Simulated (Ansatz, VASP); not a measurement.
## One calculation of YGa3Te, two programs

```
CELL_PARAMETERS angstrom
3.98262 0.00000 0.00000
0.00000 3.98262 0.00000
0.00000 0.00000 7.90655
ATOMIC_POSITIONS crystal
Y 0.00000 0.00000 0.93631
Ga 0.50000 0.50000 0.10574
Ga 0.00000 0.50000 0.33435
Ga 0.50000 0.00000 0.33435
Te 0.50000 0.50000 0.74925
```

Alike in both runs: functional PBE; k mesh 10 × 10 × 6; occupations gaussian, width 0.1 eV; no spin polarisation.

Ansatz relaxed the structure, and its values are those at the end. VASP's run is a single point on that final structure, the one shown.

|  | VASP | Ansatz |
| --- | --- | --- |
| version | VASP 6.6.1 | Ansatz 0.2.0 |
| potentials or method | VASP PAW PBE potentials, release 64 (Y_sv, Ga_d, Te), cutoff 520 eV | scalar-relativistic, plane waves, PAW |
| valence electrons in the cell | 56 | 66 |

VASP gave:

* gap on the k mesh at the Fermi level (eV): none
* pressure (GPa): 0.1
* rms of the force components (eV/Å): 0.005

What did Ansatz give for the same quantities?

gap on the k mesh at the Fermi level (eV): none; pressure (GPa): 0.0; rms of the force components (eV/Å): 0.003.

A gap of «none» marks a metal or a gap that the smearing closes. VASP's potentials hold 56 valence electrons a cell and Ansatz's 66, so a difference there can come from the potentials and not from the codes.

Neither program's run includes spin-orbit coupling.
